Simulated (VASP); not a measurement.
Set up this calculation in VASP 6.6.1, as the native input.

```
Task                   : electric field gradients
Functional             : LDA
Potentials or basis    : VASP PAW LDA potentials, release 64 (Al)
Cutoff                 : 520 eV
k mesh                 : 17 × 17 × 17
Occupations            : fermi-dirac, width 0.03 eV
Spin                   : no spin polarisation
Dipole correction      : no
Further INCAR settings : ALGO = Normal; EDIFF = 1e-08; NBANDS = 8
```

The structure of Al lies in POSCAR:

```
Al
1.0
    0.0000000000      2.0103958323      2.0103958323
    2.0103958323      0.0000000000      2.0103958323
    2.0103958323      2.0103958323      0.0000000000
Al
1
Direct
    0.0000000000      0.0000000000      0.0000000000
```

These files were run (other wordings do the same):

INCAR

```
SYSTEM = Al
PREC = Accurate
ENCUT = 520
EDIFF = 1E-8
ISMEAR = -1
SIGMA = 0.03
LREAL = .FALSE.
LASPH = .TRUE.
NELM = 60
ALGO = Normal
ISIF = 2
LWAVE = .FALSE.
LCHARG = .FALSE.
LEFG = .TRUE.
NBANDS = 8
```

KPOINTS

```
Automatic mesh
0
G
  17 17 17
  0 0 0
```

Potentials or basis: VASP PAW LDA potentials, release 64 (Al).

Run with:

```console
$ cat potpaw_LDA.64/Al/POTCAR > POTCAR
$ mpirun -np 1 vasp_std > vasp.out
```

Results of the run:

```json
{
  "Pressure": "-2.2 GPa",
  "Band gap on the k mesh": "zero (an odd number of electrons rules out a gap without spin polarisation)",
  "Largest electric field gradient by atom": "zero within the noise of the run"
}
```

Run time: 19 s on 1 thread of Intel Xeon 8259CL, on a shared host, peak memory 0.13 GiB.
